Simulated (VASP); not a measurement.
Write the native input for VASP 6.6.1 that does the following.

| Quantity | Value |
| --- | --- |
| Task | single point |
| Functional | PBE |
| Potentials or basis | VASP PAW PBE potentials, release 64 (Ga_d, Sb, As) |
| Cutoff | 520 eV |
| k mesh | 4 × 4 × 4 |
| Occupations | gaussian, width 0.1 eV |
| Spin | no spin polarisation |
| Dipole correction | no |
| Further INCAR settings | ALGO = Normal; EDIFF = 1e-06; NBANDS = 46 |

The structure of Ga4Sb3As lies in POSCAR:

```
Ga4Sb3As
1.0
   -3.0497560000      3.0497560000      6.0893589000
    3.0497560000     -3.0497560000      6.0893589000
    3.0497560000      3.0497560000     -6.0893589000
Ga Sb As
4 3 1
Direct
    0.6418360000      0.6418360000      0.5250310000
    0.1168050000      0.1168050000      0.4749690000
    0.8831950000      0.3581640000      0.0000000000
    0.3581640000      0.8831950000      0.0000000000
    0.5000000000      0.5000000000      0.0000000000
    0.7500000000      0.2500000000      0.5000000000
    0.2500000000      0.7500000000      0.5000000000
    0.0000000000      0.0000000000      0.0000000000
```

The input as run:

INCAR

```
SYSTEM = Ga4Sb3As
ALGO = Normal
EDIFF = 1E-6
ENCUT = 520
GGA = PE
ISIF = 2
ISMEAR = 0
LASPH = .True.
LCHARG = .False.
LREAL = .False.
LWAVE = .False.
NBANDS = 46
NELM = 100
PREC = Accurate
SIGMA = 0.1
```

KPOINTS

```
k-points
0
Gamma
  4 4 4
  0 0 0
```

Potentials or basis: VASP PAW PBE potentials, release 64 (Ga_d, Sb, As).

Run with:

```bash
$ cat potpaw_PBE.64/Ga_d/POTCAR potpaw_PBE.64/Sb/POTCAR potpaw_PBE.64/As/POTCAR > POTCAR
$ mpirun -np 1 vasp_std > vasp.out
```

Results of the run:

| Item | Value |
| --- | --- |
| Pressure | 0.1 GPa |
| Largest force | 0.005 eV/Å |
| Band gap on the k mesh | zero (filled and empty bands touch) |

Caveat: semilocal functionals underestimate gaps, so a narrow gap can read as zero; spin-orbit coupling is left out, which moves the levels of the heavy elements.

Run time: 4.5 min on 1 thread of Intel Xeon 8259CL, on a shared host, peak memory 0.48 GiB.
